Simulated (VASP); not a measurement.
# BN (P6_3mc) in VASP: settings compared

Aim: see how the results for BN move with the level of theory and the settings. Levels: RPBE, revPBE+D4, PBE. Tasks: relaxation of shape and atoms at fixed volume.

All numbers are computed with VASP 6.6.1; they aren't measurements. Logs are shortened: lines on timing, memory, paths and dates and some standing lists are left out, and cuts for length are marked.

## (1) The cell of the first run

Symmetry: P6_3mc, No. 186, hexagonal system. The conventional cell has a = 2.533 Å, b = 2.533 Å, c = 4.189 Å, α = 90.00°, β = 90.00°, γ = 120.00°. Within 2.1 Å of B (site symmetry 3m) lie 4 N at 1.55 to 1.57 Å. Within 2.1 Å of N (site symmetry 3m) lie 4 B at 1.55 to 1.57 Å.

## (2) Relaxation of shape and atoms at fixed volume, RPBE (5.82 Å³/atom)

INCAR reads:

```
PREC = Accurate ; ENCUT = 600
EDIFF = 1E-7 ; ISMEAR = 0
SIGMA = 0.05 ; LREAL = F
LASPH = T ; NELM = 120
ALGO = Normal ; ISIF = 4
LWAVE = F ; LCHARG = F
GGA = RP ; IBRION = 2
NSW = 60 ; EDIFFG = -0.01
GGA_COMPAT = F ; NELMIN = 4
```

KPOINTS reads:

```
regular mesh
0
Gamma
  10 10 6
```

POSCAR reads:

```
BN
1.0
    2.5333215999      0.0000000000      0.0000000000
   -1.2666607999      2.1939208615      0.0000000000
    0.0000000000      0.0000000000      4.1889147854
B N
2 2
Direct
    0.6666666667      0.3333333333      0.0002079309
    0.3333333333      0.6666666667      0.5002079309
    0.6666666667      0.3333333333      0.3747920691
    0.3333333333      0.6666666667      0.8747920691
```

Potentials or basis: VASP PAW PBE potentials, release 64 (B, N).

Started as:

```
$ cat potpaw_PBE.64/B/POTCAR potpaw_PBE.64/N/POTCAR > POTCAR
$ mpirun -np 1 vasp_std > vasp.out
```

OUTCAR:

```text
PREC = Accurate
   ENCUT = 600
   EDIFF = 1E-7
   ISMEAR = 0
   LREAL = F
   LASPH = T
   NELM = 120
   ISIF = 4
   GGA = RP
   IBRION = 2
   NSW = 60
   EDIFFG = -0.01
   NELMIN = 4

 ion  position               nearest neighbor table
   1  0.667  0.333  0.000-   4 1.55   4 1.55   4 1.55   3 1.57
   2  0.333  0.667  0.500-   3 1.55   3 1.55   3 1.55   4 1.57
   3  0.667  0.333  0.375-   2 1.55   2 1.55   2 1.55   1 1.57
   4  0.333  0.667  0.875-   1 1.55   1 1.55   1 1.55   2 1.57

  LATTYP: Found a hexagonal cell.
 ALAT       =     2.5333215999
 C/A-ratio  =     1.6535266527

  Lattice vectors:

 A1 = (   2.5333215999,   0.0000000000,   0.0000000000)
 A2 = (  -1.2666607999,   2.1939208615,   0.0000000000)
 A3 = (   0.0000000000,   0.0000000000,   4.1889147854)

Analysis of symmetry for initial positions (statically):
=====================================================================
 Subroutine PRICEL returns:
 Original cell was already a primitive cell.

 Routine SETGRP: Setting up the symmetry group for a
 hexagonal supercell.

 Subroutine GETGRP returns: Found 12 space group operations
 (whereof  6 operations were pure point group operations)
 out of a pool of 24 trial point group operations.

The static configuration has the point symmetry C_3v.
 The point group associated with its full space group is C_6v.

Analysis of symmetry for dynamics (positions and initial velocities):
=====================================================================
 Subroutine PRICEL returns:
 Original cell was already a primitive cell.

 Routine SETGRP: Setting up the symmetry group for a
 hexagonal supercell.

 Subroutine GETGRP returns: Found 12 space group operations
 (whereof  6 operations were pure point group operations)
 out of a pool of 24 trial point group operations.

The dynamic configuration has the point symmetry C_3v.
 The point group associated with its full space group is C_6v.

 Subroutine INISYM returns: Found 12 space group operations
 (whereof  6 operations are pure point group operations),
 and found     1 'primitive' translations

----------------------------------------------------------------------------------------

                                     Primitive cell

  volume of cell :      23.2816

  direct lattice vectors                    reciprocal lattice vectors
[... 109 lines left out ...]
   IMIX   =      4    mixing-type and parameters
     AMIX     =   0.40;   BMIX     =  1.00
     AMIX_MAG =   1.60;   BMIX_MAG =  1.00
  volume/ion in A,a.u.               =       5.82        39.28
  Fermi-wavevector in a.u.,A,eV,Ry     =   1.444699  2.730084 28.397451  2.087154
  Thomas-Fermi vector in A             =   2.562964
   LORBIT       =      0    0 simple, 1 ext, 2 COOP (PROOUT), +10 PAW based schemes
   GGA     = RP    functional components
   LHFCALC =     F    Hartree Fock is set to
   AEXX    =    0.0000 exact exchange contribution
   IVDW    =     0    specifies the selected vdW correction
   LEPSILON=     F    determine dielectric tensor
   LRPA    =     F    only Hartree local field effects (RPA)
 conjugate gradient relaxation of ions
 non-spin polarized calculation
 Gauss-broadening in eV      SIGMA  =   0.05
  energy-cutoff  :      600.00
  volume of cell :       23.28
 maximum number of plane-waves:       788
   NGX = 11   NGY = 11   NGZ = 17

--------------------------------------- Ionic step        1  -------------------------------------------

 number of electron      16.0000003 magnetization

 Free energy of the ion-electron system (eV)
  ---------------------------------------------------
  ext. energy  EPLUGINS =         0.00000000
  ---------------------------------------------------
  free energy    TOTEN  =       -33.14384936 eV

  energy without entropy =      -33.14384936  energy(sigma->0) =      -33.14384936

------------------------ aborting loop because EDIFF is reached ----------------------------------------

  FORCE on cell =-STRESS in cart. coord.  units (eV):
  Direction    XX          YY          ZZ          XY          YZ          ZX
  --------------------------------------------------------------------------------------
  -------------------------------------------------------------------------------------
  Total        2.3039683      2.3039683      2.3074642      0.0000000      0.0000000     -0.0000000
  in kB      158.5529335    158.5529335    158.7935119      0.0000000      0.0000000     -0.0000000
  external PRESSURE =     158.6331263 kB  Pullay stress =       0.0000000 kB
[... 63 lines left out ...]
--------------------------------------- Ionic step        3  -------------------------------------------

 number of electron      16.0000003 magnetization

 Free energy of the ion-electron system (eV)
  ---------------------------------------------------
  ext. energy  EPLUGINS =         0.00000000
  ---------------------------------------------------
  free energy    TOTEN  =       -33.14386705 eV

  energy without entropy =      -33.14386705  energy(sigma->0) =      -33.14386705

 E-fermi :   8.0770     XC(G=0): -12.7922

 val. band max:        7.8651558457   @ k =   0.0000   0.0000   0.0000
 cond. band min:      13.2884974429   @ k =   0.3000   0.3000   0.0000
 fundamental gap:      5.4233415972
 Fermi energy:         8.0770064014

 k-point     1 :       0.0000    0.0000    0.0000
  band No.  band energies     occupation
      1     -12.7868      2.00000
      2      -8.5759      2.00000
      3      -3.2110      2.00000
      4       5.7046      2.00000
      5       5.7046      2.00000
      6       7.5810      2.00000
      7       7.8652      2.00000
      8       7.8652      2.00000
      9      16.3462      0.00000
     10      16.3462      0.00000
     11      16.6215      0.00000
     12      17.5568      0.00000
[... 331 lines left out ...]
 k-point    24 :       0.4000    0.1000    0.1667
  band No.  band energies     occupation
      1      -8.7115      2.00000
      2      -7.2078      2.00000
      3      -1.9305      2.00000
      4      -0.2401      2.00000
      5       1.4109      2.00000
      6       2.4163      2.00000
      7       4.0514      2.00000
      8       4.8990      2.00000
      9      15.1885      0.00000
     10      15.8893      0.00000
     11      18.6094      0.00000
     12      20.0950      0.00000

 [... further k-points ...]

------------------------ aborting loop because EDIFF is reached ----------------------------------------

  FORCE on cell =-STRESS in cart. coord.  units (eV):
  Direction    XX          YY          ZZ          XY          YZ          ZX
  --------------------------------------------------------------------------------------
  -------------------------------------------------------------------------------------
  Total        2.3012830      2.3012830      2.3078542      0.0000000      0.0000000     -0.0000000
  in kB      158.3681343    158.3681343    158.8203470      0.0000000      0.0000000     -0.0000000
  external PRESSURE =     158.5188719 kB  Pullay stress =       0.0000000 kB
[... 19 lines left out ...]
  FREE ENERGIE OF THE ION-ELECTRON SYSTEM (eV)
  ---------------------------------------------------
  free  energy   TOTEN  =       -33.1438670535 eV

  energy  without entropy=      -33.1438670535  energy(sigma->0) =      -33.14386705

 reached required accuracy - stopping structural energy minimisation
```

OSZICAR:

```text
N       E                     dE             d eps       ncg     rms          rms(c)
DAV:   1     0.610832259916E+02    0.61083E+02   -0.95856E+03  1344   0.147E+03
DAV:   2    -0.321012582608E+02   -0.93184E+02   -0.86687E+02  1908   0.314E+02
DAV:   3    -0.349951666962E+02   -0.28939E+01   -0.28811E+01  1788   0.547E+01
[... 19 lines left out ...]
       N       E                     dE             d eps       ncg     rms          rms(c)
DAV:   1    -0.331438642384E+02   -0.30299E-04   -0.33337E-03  1548   0.555E-01    0.120E-02
DAV:   2    -0.331438680316E+02   -0.37932E-05   -0.50072E-05  1648   0.726E-02    0.740E-03
DAV:   3    -0.331438670850E+02    0.94662E-06   -0.12626E-06  1716   0.131E-02    0.267E-03
DAV:   4    -0.331438670535E+02    0.31526E-07   -0.61482E-07  1644   0.764E-03
   3 F= -.33143867E+02 E0= -.33143867E+02  d E =-.176916E-04
```

CONTCAR:

```text
BN
   1.00000000000000
     2.5333065849557554    0.0000000000006766   -0.0000000000000000
    -1.2666532924272920    2.1939078581772304    0.0000000000000000
    -0.0000000000000000    0.0000000000000000    4.1889644410610813
  B               N
     2     2
Direct
     0.6666666667000030    0.3333333332999970    0.0003090617058832
     0.3333333332999970    0.6666666667000030    0.5003090617058833
     0.6666666667000030    0.3333333332999970    0.3746909382941168
     0.3333333332999970    0.6666666667000030    0.8746909382941167

  0.00000000E+00  0.00000000E+00  0.00000000E+00
  0.00000000E+00  0.00000000E+00  0.00000000E+00
  0.00000000E+00  0.00000000E+00  0.00000000E+00
  0.00000000E+00  0.00000000E+00  0.00000000E+00
```

It took 40 s on 1 thread of Intel Xeon Platinum 8259CL at 2.50GHz (Skylake/Cascade Lake), shared host; peak memory 0.14 GiB.

Results:

```
Free energy               : -33.1439 eV
Energy gained by relaxing : 0.0 meV/atom
Ionic steps               : 3
Pressure after relaxing   : 15.9 GPa
Band gap on the k mesh    : 5.42 eV (least direct gap 8.40 eV)
```

Final structure:
```yaml
crystal:
  lattice:
    - [2.53331, 0.00000, 0.00000]
    - [-1.26665, 2.19391, 0.00000]
    - [0.00000, 0.00000, 4.18896]
  atoms:
    - { symbol: B, position: [0.66667, 0.33333, 0.00031] }
    - { symbol: B, position: [0.33333, 0.66667, 0.50031] }
    - { symbol: N, position: [0.66667, 0.33333, 0.37469] }
    - { symbol: N, position: [0.33333, 0.66667, 0.87469] }
```

Levels at points of the mesh, in eV from the valence-band top:
```csv
k point,band 5,band 6,band 7,band 8,band 9,band 10,band 11,band 12
"(0.00, 0.00, 0.00)",-2.16,-0.28,0.00,0.00,8.48,8.48,8.76,9.69
"(0.50, 0.00, 0.00)",-7.02,-5.07,-4.49,-2.14,6.79,8.06,10.72,11.66
"(0.00, 0.00, 0.50)",-1.20,-1.20,-1.20,-1.20,9.66,9.66,10.06,10.06
"(0.50, 0.00, 0.50)",-3.83,-3.83,-3.63,-3.63,6.68,6.68,10.17,10.17
```

Caveat: the PAW data sets were made with another functional, which shifts forces and pressure a little.

## (3) Relaxation of shape and atoms at fixed volume, revPBE+D4 (5.78 Å³/atom)

This run uses another cell than the first one, of 5.78 Å³/atom.

INCAR reads:

```
SYSTEM = BN
PREC = Accurate
ENCUT = 600
EDIFF = 1E-7
ISMEAR = 0
SIGMA = 0.05
LREAL = .False.
LASPH = .True.
NELM = 120
ALGO = Normal
ISIF = 4
LWAVE = .False.
LCHARG = .False.
GGA = RE
IVDW = 13
IBRION = 2
NSW = 60
EDIFFG = -0.01
GGA_COMPAT = .False.
NELMIN = 4
```

KPOINTS reads:

```
Automatic mesh
0
Gamma
  10 10 6
  0 0 0
```

POSCAR reads:

```
BN
1.0
    2.5277702386      0.0000000000      0.0000000000
   -1.2638851193      2.1891132416      0.0000000000
    0.0000000000      0.0000000000      4.1807674551
B N
2 2
Direct
    0.6666666667      0.3333333333      0.0002721809
    0.3333333333      0.6666666667      0.5002721809
    0.6666666667      0.3333333333      0.3747278191
    0.3333333333      0.6666666667      0.8747278191
```

Potentials or basis: VASP PAW PBE potentials, release 64 (B, N).

Started as:

```
$ cat potpaw_PBE.64/B/POTCAR potpaw_PBE.64/N/POTCAR > POTCAR
$ mpirun -np 1 vasp_std > vasp.out
```

Wall time 45 s (1 thread of Intel Xeon Platinum 8259CL at 2.50GHz (Skylake/Cascade Lake), shared host); peak memory 0.14 GiB.

It converged, with:

```yaml
Free_energy: -35.6774 eV
Energy_gained_by_relaxing: 0.0 meV/atom
Ionic_steps: 3
Pressure_after_relaxing: 2.8 GPa
Band_gap_on_the_k_mesh: 5.39 eV (least direct gap 8.42 eV)
Dispersion_energy_per_atom: -0.562 eV
```

Final structure:
```
CELL_PARAMETERS angstrom
2.52776 0.00000 0.00000
-1.26388 2.18910 0.00000
0.00000 0.00000 4.18081
ATOMIC_POSITIONS crystal
B 0.66667 0.33333 0.00034
B 0.33333 0.66667 0.50034
N 0.66667 0.33333 0.37466
N 0.33333 0.66667 0.87466
```

Levels at points of the mesh, in eV from the valence-band top:
```tsv
k point	band 6	band 7	band 8	band 9	band 10	band 11
(0.00, 0.00, 0.00)	-0.29	0.00	0.00	8.50	8.50	8.78
(0.50, 0.00, 0.00)	-5.10	-4.53	-2.16	6.81	8.06	10.74
(0.00, 0.00, 0.50)	-1.20	-1.20	-1.20	9.71	9.71	10.08
(0.50, 0.00, 0.50)	-3.85	-3.66	-3.66	6.69	6.69	10.20
```

Caveat: the PAW data sets were made with another functional, which shifts forces and pressure a little. A k mesh can miss the band edges.

## (4) Relaxation of shape and atoms at fixed volume, PBE

This run uses another cell than the first one, of 5.85 Å³/atom.

INCAR reads:

```
SYSTEM = BN
  PREC = Accurate
  ENCUT = 600
  EDIFF = 1E-7
  ISMEAR = 0
  SIGMA = 0.05
  LREAL = .False.
  LASPH = .True.
  NELM = 120
  ALGO = Normal
  ISIF = 4
  LWAVE = .False.
  LCHARG = .False.
  GGA = PE
  IBRION = 2
  NSW = 60
  EDIFFG = -0.015
  GGA_COMPAT = .False.
  NELMIN = 4
```

KPOINTS reads:

```
regular mesh
0
Gamma
  10 10 6
  0 0 0
```

POSCAR reads:

```
BN
1.0
    2.5359989868      0.0000000000      0.0000000000
   -1.2679994934      2.1962395465      0.0000000000
    0.0000000000      0.0000000000      4.1989986263
B N
2 2
Direct
    0.6666666667      0.3333333333      0.0000000000
    0.3333333333      0.6666666667      0.5000000000
    0.6666666667      0.3333333333      0.3750000000
    0.3333333333      0.6666666667      0.8750000000
```

Started as:

```
$ cat potpaw_PBE.64/B/POTCAR potpaw_PBE.64/N/POTCAR > POTCAR
$ mpirun -np 1 vasp_std > vasp.out
```

Wall time 40 s (1 thread of Intel Xeon Platinum 8259CL at 2.50GHz (Skylake/Cascade Lake), shared host); peak memory 0.14 GiB.

It converged, with:

```
Free energy                  : -34.8265 eV
Energy gained by relaxing    : 0.0 meV/atom
Ionic steps                  : 3
Pressure after relaxing      : 8.0 GPa
Largest force after relaxing : 0.003 eV/Å
Band gap on the k mesh       : 5.36 eV (least direct gap 8.33 eV)
```

Forces on the atoms (eV/Å):
```
B    0.000  0.000 -0.003
B    0.000  0.000 -0.003
N    0.000  0.000  0.003
N    0.000  0.000  0.003
```

Stress tensor (GPa, compression positive):
```
8.03 0.00 0.00
0.00 8.03 0.00
0.00 0.00 7.85
```

Step by step:
| step | energy change (eV) | largest force (eV/Å) | pressure (GPa) | volume (Å³) |
| --- | --- | --- | --- | --- |
| 1 | 0.0000 | 0.0578 | 7.99 | 23.39 |
| 2 | 0.0001 | 0.0807 | 7.94 | 23.39 |
| 3 | -0.0002 | 0.0031 | 7.97 | 23.39 |

Final structure:
```xyz
4
Lattice="2.5368 0.0000 0.0000 -1.2684 2.1969 0.0000 0.0000 0.0000 4.1964" Properties=species:S:1:pos:R:3 pbc="T T T"
B     1.2684    0.7323    0.0012
B     0.0000    1.4646    2.0994
N     1.2684    0.7323    1.5724
N     0.0000    1.4646    3.6706
```

Levels at points of the mesh, in eV from the valence-band top:
| k point | band 6 | band 7 | band 8 | band 9 | band 10 | band 11 |
| --- | --- | --- | --- | --- | --- | --- |
| (0.00, 0.00, 0.00) | -0.28 | 0.00 | 0.00 | 8.41 | 8.41 | 8.67 |
| (0.50, 0.00, 0.00) | -5.04 | -4.47 | -2.13 | 6.75 | 8.00 | 10.65 |
| (0.00, 0.00, 0.50) | -1.19 | -1.19 | -1.19 | 9.59 | 9.59 | 9.98 |
| (0.50, 0.00, 0.50) | -3.81 | -3.61 | -3.61 | 6.63 | 6.63 | 10.11 |

A k mesh can miss the band edges. PBE gaps usually lie below the measured ones, often by a third to a half.

## (5) Relaxation of shape and atoms at fixed volume, RPBE

This run uses another cell than the first one, of 5.85 Å³/atom.

INCAR, as its differences from that of step 4:

```diff
@@ -13,6 +13,6 @@
   LCHARG = .False.
-  GGA = PE
+  GGA = RP
   IBRION = 2
   NSW = 60
-  EDIFFG = -0.015
+  EDIFFG = -0.02
   GGA_COMPAT = .False.
```

KPOINTS reads:

```
Automatic mesh
0
Gamma
  10 10 6
  0 0 0
```

POSCAR reads:

```
BN
1.0
    2.5369300313      0.0000000000      0.0000000000
   -1.2684650156      2.1970458547      0.0000000000
    0.0000000000      0.0000000000      4.1959171560
B N
2 2
Direct
    0.6666666667      0.3333333333      0.0002721809
    0.3333333333      0.6666666667      0.5002721809
    0.6666666667      0.3333333333      0.3747278191
    0.3333333333      0.6666666667      0.8747278191
```

Started as:

```
$ cat potpaw_PBE.64/B/POTCAR potpaw_PBE.64/N/POTCAR > POTCAR
$ mpirun -np 1 vasp_std > vasp.out
```

Wall time 21 s (1 thread of Intel Xeon Platinum 8259CL at 2.50GHz (Skylake/Cascade Lake), shared host); peak memory 0.14 GiB.

Results (log left out):

```
Free energy                  : -33.1540 eV
Pressure after relaxing      : 14.0 GPa
Largest force after relaxing : 0.005 eV/Å
Band gap on the k mesh       : 5.43 eV (least direct gap 8.38 eV)
```

Forces on the atoms (eV/Å):
```
B    0.000  0.000  0.005
B    0.000  0.000  0.005
N    0.000  0.000 -0.005
N    0.000  0.000 -0.005
```

Stress tensor (GPa, compression positive):
```
14.06  0.00  0.00
 0.00 14.06  0.00
 0.00  0.00 13.83
```

Final structure:
```xyz
4
Lattice="2.5369 0.0000 0.0000 -1.2685 2.1970 0.0000 0.0000 0.0000 4.1959" Properties=species:S:1:pos:R:3 pbc="T T T"
B     1.2685    0.7323    0.0011
B     0.0000    1.4647    2.0991
N     1.2685    0.7323    1.5723
N     0.0000    1.4647    3.6703
```

Levels at points of the mesh, in eV from the valence-band top:
| k point | band 6 | band 7 | band 8 | band 9 | band 10 | band 11 |
| --- | --- | --- | --- | --- | --- | --- |
| (0.00, 0.00, 0.00) | -0.28 | 0.00 | 0.00 | 8.47 | 8.47 | 8.72 |
| (0.50, 0.00, 0.00) | -5.04 | -4.46 | -2.13 | 6.78 | 8.05 | 10.70 |
| (0.00, 0.00, 0.50) | -1.19 | -1.19 | -1.19 | 9.62 | 9.62 | 10.04 |
| (0.50, 0.00, 0.50) | -3.81 | -3.61 | -3.61 | 6.67 | 6.67 | 10.14 |

Caveat: the relaxation stopped at its first step, so nothing moved; the PAW data sets were made with another functional, which shifts forces and pressure a little.

[end of part 1 of 2]
